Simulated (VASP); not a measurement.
# BP2 (Fm-3m) in VASP: further runs

BP2 is run at these levels: PBE; tasks: single point, relaxation of cell and atoms.

Program: VASP 6.6.1. These are calculated values, not measurements. Logs are shortened: lines on timing, memory, paths and dates and some standing lists are left out, and cuts for length are marked.

## 1. The cell of the first run

The structure is cubic, space group Fm-3m (No. 225). Conventional cell: a = 5.302 Å, b = 5.302 Å, c = 5.302 Å, α = 90.00°, β = 90.00°, γ = 90.00°. Within 3.0 Å of B (site symmetry m-3m) lie 8 P at 2.30 Å. Within 3.0 Å of P (site symmetry -43m) lie 4 B at 2.30 Å and 6 P at 2.65 Å.

## 2. Single point, PBE

INCAR

```
SYSTEM = BP2
ALGO     = Normal         ! electronic algorithm
EDIFF    = 1E-7           ! SCF threshold, eV
ENCUT    = 520            ! plane-wave cutoff, eV
GGA      = PE             ! functional
ISIF     = 2              ! what is computed and relaxed
ISMEAR   = 0              ! smearing method
LASPH    = .TRUE.         ! aspherical terms in the spheres
LCHARG   = .TRUE.         ! write CHGCAR
LELF     = .TRUE.         ! ELF
LREAL    = .FALSE.        ! projectors in reciprocal space
LVHAR    = .TRUE.       
LWAVE    = .FALSE.        ! write WAVECAR
NBANDS   = 14             ! bands
NELM     = 80             ! most SCF steps
PREC     = Accurate       ! precision mode
SIGMA    = 0.1            ! smearing width, eV
```

KPOINTS

```
k-points
0
G
  6 6 6
  0 0 0
```

POSCAR

```
BP2
1.0
    0.0000000000      2.6510740958      2.6510740958
    2.6510740958      0.0000000000      2.6510740958
    2.6510740958      2.6510740958      0.0000000000
B P
1 2
Direct
    0.0000000000      0.0000000000      0.0000000000
    0.2500000000      0.2500000000      0.2500000000
    0.7500000000      0.7500000000      0.7500000000
```

Potentials or basis: VASP PAW PBE potentials, release 64 (B, P).

On the command line:

```sh
$ cat potpaw_PBE.64/B/POTCAR potpaw_PBE.64/P/POTCAR > POTCAR
$ mpirun -np 1 vasp_std > vasp.out
```

OUTCAR:

```text
SYSTEM = BP2
   EDIFF = 1E-7
   ENCUT = 520
   GGA = PE
   ISIF = 2
   ISMEAR = 0
   LASPH = .TRUE.
   LREAL = .FALSE.
   NELM = 80
   PREC = Accurate

 ion  position               nearest neighbor table
   1  0.000  0.000  0.000-   3 2.30   3 2.30   2 2.30   2 2.30   3 2.30   2 2.30   3 2.30   2 2.30

   2  0.250  0.250  0.250-   1 2.30   1 2.30   1 2.30   1 2.30   3 2.65   3 2.65   3 2.65   3 2.65
                             3 2.65   3 2.65
   3  0.750  0.750  0.750-   1 2.30   1 2.30   1 2.30   1 2.30   2 2.65   2 2.65   2 2.65   2 2.65
                             2 2.65   2 2.65

  LATTYP: Found a face centered cubic cell.
 ALAT       =     5.3021481916

  Lattice vectors:

 A1 = (   0.0000000000,   2.6510740958,   2.6510740958)
 A2 = (   2.6510740958,   0.0000000000,   2.6510740958)
 A3 = (   2.6510740958,   2.6510740958,   0.0000000000)

Analysis of symmetry for initial positions (statically):
=====================================================================
 Subroutine PRICEL returns:
 Original cell was already a primitive cell.

 Routine SETGRP: Setting up the symmetry group for a
 face centered cubic supercell.

 Subroutine GETGRP returns: Found 48 space group operations
 (whereof 48 operations were pure point group operations)
 out of a pool of 48 trial point group operations.

The static configuration has the point symmetry O_h .

Analysis of symmetry for dynamics (positions and initial velocities):
=====================================================================
 Subroutine PRICEL returns:
 Original cell was already a primitive cell.

 Routine SETGRP: Setting up the symmetry group for a
 face centered cubic supercell.

 Subroutine GETGRP returns: Found 48 space group operations
 (whereof 48 operations were pure point group operations)
 out of a pool of 48 trial point group operations.

The dynamic configuration has the point symmetry O_h .

 Subroutine INISYM returns: Found 48 space group operations
 (whereof 48 operations are pure point group operations),
 and found     1 'primitive' translations

----------------------------------------------------------------------------------------

                                     Primitive cell

  volume of cell :      37.2645

  direct lattice vectors                    reciprocal lattice vectors
     0.000000000  2.651074096  2.651074096    -0.188602801  0.188602801  0.188602801
     2.651074096  0.000000000  2.651074096     0.188602801 -0.188602801  0.188602801
     2.651074096  2.651074096  0.000000000     0.188602801  0.188602801 -0.188602801

[... 89 lines left out ...]
   EMIN   =  10.00;   EMAX   =-10.00  energy-range for DOS
   EFERMI =   0.00;   METHOD = LEGACY
   ISMEAR =     0;   SIGMA  =   0.10  broadening in eV -4-tet -1-fermi 0-gaus
   EFERMI_NEDOS =   21; number of points for ismear=-14 and -15
   IALGO  =     38    algorithm
   IMIX   =      4    mixing-type and parameters
     AMIX     =   0.40;   BMIX     =  1.00
     AMIX_MAG =   1.60;   BMIX_MAG =  1.00
  volume/ion in A,a.u.               =      12.42        83.82
  Fermi-wavevector in a.u.,A,eV,Ry     =   1.152455  2.177825 18.070621  1.328153
  Thomas-Fermi vector in A             =   2.289106
   LORBIT       =      0    0 simple, 1 ext, 2 COOP (PROOUT), +10 PAW based schemes
   GGA     = PE    functional components
   LHFCALC =     F    Hartree Fock is set to
   AEXX    =    0.0000 exact exchange contribution
   IVDW    =     0    specifies the selected vdW correction
   LEPSILON=     F    determine dielectric tensor
   LRPA    =     F    only Hartree local field effects (RPA)
 non-spin polarized calculation
 Gauss-broadening in eV      SIGMA  =   0.10
  energy-cutoff  :      520.00
  volume of cell :       37.26
 maximum number of plane-waves:      1018
   NGX = 13   NGY = 13   NGZ = 13

 number of electron      13.0000000 magnetization

 Free energy of the ion-electron system (eV)
  ---------------------------------------------------
  ext. energy  EPLUGINS =         0.00000000
  ---------------------------------------------------
  free energy    TOTEN  =       -14.39910673 eV

  energy without entropy =      -14.38811425  energy(sigma->0) =      -14.39361049

 E-fermi :   9.2068     XC(G=0): -11.3430

 val. band max:        9.1681980031   @ k =   0.1667   0.1667   0.0000
 cond. band min:       9.2458788319   @ k =   0.3333   0.1667   0.0000
 fundamental gap:      0.0776808287
 Fermi energy:         9.2067702687

 k-point     1 :       0.0000    0.0000    0.0000
  band No.  band energies     occupation
      1      -7.4351      2.00000
      2       4.2609      2.00000
      3       5.8766      2.00000
      4       5.8766      2.00000
      5       5.8766      2.00000
      6       6.9520      2.00000
      7       6.9520      2.00000
      8       6.9520      2.00000
      9      10.0836      0.00000
     10      12.4012      0.00000
     11      12.4012      0.00000
     12      12.4012      0.00000
     13      14.4372      0.00000
     14      14.4372      0.00000
[... 241 lines left out ...]
      1      -3.2455      2.00000
      2      -1.6593      2.00000
      3      -1.1549      2.00000
      4       1.3157      2.00000
      5       4.9850      2.00000
      6       8.7744      2.00000
      7       9.4385      0.00105
      8      12.4939      0.00000
      9      13.8920      0.00000
     10      15.0036      0.00000
     11      15.1969      0.00000
     12      15.3977      0.00000
     13      20.0412      0.00000
     14      20.0871      0.00000

------------------------ aborting loop because EDIFF is reached ----------------------------------------

  FORCE on cell =-STRESS in cart. coord.  units (eV):
  Direction    XX          YY          ZZ          XY          YZ          ZX
  --------------------------------------------------------------------------------------
  -------------------------------------------------------------------------------------
  Total       -0.0521231     -0.0521231     -0.0521231     -0.0000000      0.0000000      0.0000000
  in kB       -2.2410156     -2.2410156     -2.2410156     -0.0000000      0.0000000      0.0000000
  external PRESSURE =      -2.2410156 kB  Pullay stress =       0.0000000 kB

 VOLUME and BASIS-vectors are now :
 -----------------------------------------------------------------------------
  energy-cutoff  :      520.00
  volume of cell :       37.26
      direct lattice vectors                 reciprocal lattice vectors
     0.000000000  2.651074096  2.651074096    -0.188602801  0.188602801  0.188602801
     2.651074096  0.000000000  2.651074096     0.188602801 -0.188602801  0.188602801
     2.651074096  2.651074096  0.000000000     0.188602801  0.188602801 -0.188602801

 POSITION                                       TOTAL-FORCE (eV/Angst)
 -----------------------------------------------------------------------------------
      0.00000      0.00000      0.00000         0.000000      0.000000     -0.000000
      1.32554      1.32554      1.32554         0.000000      0.000000     -0.000000
      3.97661      3.97661      3.97661        -0.000000     -0.000000      0.000000
 -----------------------------------------------------------------------------------
    total drift:                               -0.000000     -0.000000     -0.000000

  FREE ENERGIE OF THE ION-ELECTRON SYSTEM (eV)
  ---------------------------------------------------
  free  energy   TOTEN  =       -14.3991067264 eV

  energy  without entropy=      -14.3881142485  energy(sigma->0) =      -14.39361049
```

stdout:

```text
POSCAR found type information on POSCAR B P
 POSCAR found :  2 types and       3 ions
 scaLAPACK will be used
 LDA part: xc-table for (Slater+PW92), standard interpolation
 POSCAR, INCAR and KPOINTS ok, starting setup
 FFT: planning ... GRIDC
 FFT: planning ... GRID_SOFT
 FFT: planning ... GRID
 WAVECAR not read
 entering main loop
```

It took 4.5 s on 1 thread of Intel Xeon 6975P-C (Granite Rapids), shared host; peak memory 0.15 GiB.

Results:

```
Free energy : -14.3991 eV
Pressure    : -0.2 GPa
```

## 3. Single point, PBE

This run uses another cell than the first one, of 13.36 Å³/atom, 1.075 times its volume.

INCAR

```
SYSTEM = BP2
PREC = Accurate
ENCUT = 520
EDIFF = 1E-7
ISMEAR = 0
SIGMA = 0.1
LREAL = .False.
LASPH = .True.
NELM = 80
ALGO = Normal
ISIF = 2
LWAVE = .False.
LCHARG = .False.
GGA = PE
NBANDS = 14
```

KPOINTS

```
regular mesh
0
Gamma
  6 6 6
  0 0 0
```

POSCAR

```
BP2
1.0
    0.0000000000      2.7161116663      2.7161116663
    2.7161116663      0.0000000000      2.7161116663
    2.7161116663      2.7161116663      0.0000000000
B P
1 2
Direct
    0.0000000000      0.0000000000      0.0000000000
    0.2500000000      0.2500000000      0.2500000000
    0.7500000000      0.7500000000      0.7500000000
```

Potentials or basis: VASP PAW PBE potentials, release 64 (B, P).

On the command line:

```sh
$ cat potpaw_PBE.64/B/POTCAR potpaw_PBE.64/P/POTCAR > POTCAR
$ mpirun -np 1 vasp_std > vasp.out
```

It took 5.8 s on 1 thread of Intel Xeon 6975P-C (Granite Rapids), shared host; peak memory 0.15 GiB.

Results (log left out):

- Free energy: -14.3320 eV
- Pressure: -6.9 GPa

Levels at points of the mesh, in eV from the Fermi level:
| k point | band 4 | band 5 | band 6 | band 7 | band 8 | band 9 |
| --- | --- | --- | --- | --- | --- | --- |
| (0.00, 0.00, 0.00) | -3.22 | -3.22 | -2.07 | -2.07 | -2.07 | 0.26 |
| (0.50, 0.00, 0.00) | -4.38 | -4.37 | -2.23 | -2.23 | -0.90 | 4.86 |
| (0.50, 0.50, 0.00) | -6.73 | -6.73 | -2.15 | 3.85 | 3.85 | 5.02 |

## 4. Relaxation of cell and atoms, PBE

This run uses another cell than the first one, of 13.36 Å³/atom, 1.075 times its volume.

INCAR

```
SYSTEM = BP2
PREC = Accurate ; ENCUT = 600
EDIFF = 1E-7 ; ISMEAR = 0
SIGMA = 0.1 ; LREAL = .FALSE.
LASPH = .TRUE. ; NELM = 100
ALGO = Normal ; ISIF = 3
LWAVE = .FALSE. ; LCHARG = .FALSE.
GGA = PE ; IBRION = 2
NSW = 90 ; EDIFFG = -0.04
```

KPOINTS

```
regular mesh
0
G
  6 6 6
  0 0 0
```

POSCAR is that of step 3.

On the command line:

```sh
$ cat potpaw_PBE.64/B/POTCAR potpaw_PBE.64/P/POTCAR > POTCAR
$ mpirun -np 1 vasp_std > vasp.out
```

It took 10 s on 1 thread of Intel Xeon 6975P-C (Granite Rapids), shared host; peak memory 0.17 GiB.

It converged, with:

| Item | Value |
| --- | --- |
| Free energy | -14.4004 eV |
| Relaxed volume | 12.39 Å³/atom |
| Relaxed cell | a = 3.746 Å, b = 3.746 Å, c = 3.746 Å, α = 60.00°, β = 60.00°, γ = 60.00° |
| Space group after relaxing (to 0.05 Å) | Fm-3m (No. 225) |
| Energy gained by relaxing | 22.6 meV/atom |
| Ionic steps | 3 |
| Pressure after relaxing | 0.0 GPa |

Step by step:
```tsv
step	energy change (eV)	largest force (eV/Å)	pressure (GPa)	volume (Å³)
1	0.0000	0.0000	-6.91	40.07
2	-0.0665	0.0000	1.15	36.82
3	-0.0678	0.0000	0.03	37.18
```

Final structure:
```
B P
1.0
     0.00000    2.64914    2.64914
     2.64914    0.00000    2.64914
     2.64914    2.64914    0.00000
B P
1 2
Direct
  0.00000 0.00000 0.00000
  0.25000 0.25000 0.25000
  0.75000 0.75000 0.75000
```

Levels at points of the mesh, in eV from the Fermi level:
```tsv
k point	band 3	band 4	band 5	band 6	band 7	band 8	band 9	band 10
(0.00, 0.00, 0.00)	-3.33	-3.33	-3.33	-2.26	-2.26	-2.26	0.90	3.20
(0.50, 0.00, 0.00)	-4.65	-4.65	-4.12	-2.35	-2.35	-0.61	5.16	5.16
(0.50, 0.50, 0.00)	-8.95	-7.13	-7.13	-2.34	4.36	4.36	5.64	5.84
```

## 5. Single point, PBE

This run uses another cell than the first one, of 12.27 Å³/atom, 0.988 times its volume.

INCAR

```
SYSTEM = BP2
ALGO     = Normal         ! electronic algorithm
EDIFF    = 1E-6           ! SCF threshold, eV
ENCUT    = 520            ! plane-wave cutoff, eV
GGA      = PE             ! functional
ISIF     = 2              ! what is computed and relaxed
ISMEAR   = 0              ! smearing method
LASPH    = .TRUE.         ! aspherical terms in the spheres
LCHARG   = .TRUE.         ! write CHGCAR
LELF     = .TRUE.         ! ELF
LREAL    = .FALSE.        ! projectors in reciprocal space
LVHAR    = .TRUE.       
LWAVE    = .FALSE.        ! write WAVECAR
NBANDS   = 14             ! bands
NELM     = 100            ! most SCF steps
PREC     = Accurate       ! precision mode
SIGMA    = 0.1            ! smearing width, eV
```

KPOINTS

```
k-points
0
G
  16 16 16
  0 0 0
```

POSCAR

```
BP2
1.0
    0.0000000000      2.6401189340      2.6401189340
    2.6401189340      0.0000000000      2.6401189340
    2.6401189340      2.6401189340      0.0000000000
B P
1 2
Direct
    0.0000000000      0.0000000000      0.0000000000
    0.2500000000      0.2500000000      0.2500000000
    0.7500000000      0.7500000000      0.7500000000
```

On the command line:

```sh
$ cat potpaw_PBE.64/B/POTCAR potpaw_PBE.64/P/POTCAR > POTCAR
$ mpirun -np 1 vasp_std > vasp.out
```

Run time: 29 s. Hardware: 1 thread of Intel Xeon 6975P-C (Granite Rapids), shared host; peak memory 0.19 GiB.

It converged, with:

```yaml
Free_energy: -14.3554 eV
Pressure: -0.2 GPa
```

Levels at points of the mesh, in eV from the Fermi level:
```tsv
k point	band 5	band 6	band 7	band 8	band 9	band 10
(0.00, 0.00, 0.00)	-3.38	-2.33	-2.33	-2.33	0.94	3.20
(0.50, 0.00, 0.00)	-4.12	-2.40	-2.40	-0.60	5.17	5.17
(0.50, 0.50, 0.00)	-7.22	-2.40	4.39	4.39	5.68	5.85
```

## 6. Summary

```csv
task,cell,k mesh,cutoff (eV),gap on the mesh (eV),pressure (GPa)
single point,"a = 3.749 Å, angles 60.0°, 3 atoms",6 × 6 × 6,520,none,-0.2
single point,"a = 3.841 Å, angles 60.0°, 3 atoms",6 × 6 × 6,520,none,-6.9
relaxation of cell and atoms,"relaxed from a = 3.841 Å, angles 60.0°, 3 atoms",6 × 6 × 6,600,none,0.0
single point,"a = 3.734 Å, angles 60.0°, 3 atoms",16 × 16 × 16,520,none,-0.2
```

Alike in all rows: level PBE; potentials or basis VASP PAW PBE potentials, release 64 (B, P); no spin polarisation; smearing gaussian 0.1 eV.

Absolute energies hang on the potentials; compare differences alone.
